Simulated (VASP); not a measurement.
Set up this calculation in VASP 6.6.1, as the native input.

```yaml
Task: single point
Functional: r2SCAN
Potentials_or_basis: VASP PAW PBE potentials, release 64 (Ga_d, Be)
Cutoff: 660 eV
k_mesh: 6 × 6 × 6
Occupations: tetrahedron
Spin: no spin polarisation
Dipole_correction: no
Further_INCAR_settings: ALGO = Normal; EDIFF = 1e-06; NBANDS = 14
```

Crystal: BeGa.

```
Ga Be
1.0
     2.82147    0.00000    0.00000
     0.00000    2.82147    0.00000
     0.00000    0.00000    2.82147
Ga Be
1 1
Direct
  0.50000 0.50000 0.50000
  0.00000 0.00000 0.00000
```

One way to write it, as run:

POSCAR

```
BeGa
1.0
    2.8214750000      0.0000000000      0.0000000000
    0.0000000000      2.8214750000      0.0000000000
    0.0000000000      0.0000000000      2.8214750000
Ga Be
1 1
Direct
    0.5000000000      0.5000000000      0.5000000000
    0.0000000000      0.0000000000      0.0000000000
```

INCAR.step1

```
PREC = Accurate
ENCUT = 660
ISMEAR = -5
SIGMA = 0.1
LREAL = False
LASPH = True
NELM = 120
NBANDS = 14
GGA = PE
ALGO = Normal
EDIFF = 1E-5
LWAVE = True
LCHARG = False
GGA_COMPAT = False
```

INCAR.step2

```
PREC = Accurate
ENCUT = 660
EDIFF = 1E-6
ISMEAR = -5
SIGMA = 0.1
LREAL = False
LASPH = True
NELM = 120
ALGO = Normal
ISIF = 2
LWAVE = False
LCHARG = True
METAGGA = R2SCAN
LMIXTAU = True
LELF = True
LVHAR = True
NBANDS = 14
ISTART = 1
GGA_COMPAT = False
```

KPOINTS

```
regular mesh
0
Gamma
  6 6 6
```

Potentials or basis: VASP PAW PBE potentials, release 64 (Ga_d, Be).

The run is started by

```sh
$ cat potpaw_PBE.64/Ga_d/POTCAR potpaw_PBE.64/Be/POTCAR > POTCAR
$ cp INCAR.step1 INCAR
$ mpirun -np 1 vasp_std > vasp.out
$ cp INCAR.step2 INCAR
$ mpirun -np 1 vasp_std > vasp.out
```

It gave:

The pressure is 13.4 GPa and the band gap on the k mesh is zero (an odd number of electrons rules out a gap without spin polarisation).

Caveat: the k points lie up to 0.37 Å⁻¹ apart, too coarse for converged energies and pressures of a metal; the PAW data sets were made with another functional, which shifts forces and pressure a little; tetrahedron occupations give inexact forces and stress in metals.

It took 49 s on 1 thread of AMD EPYC 7R13, with other jobs on the host, peak memory 0.12 GiB.
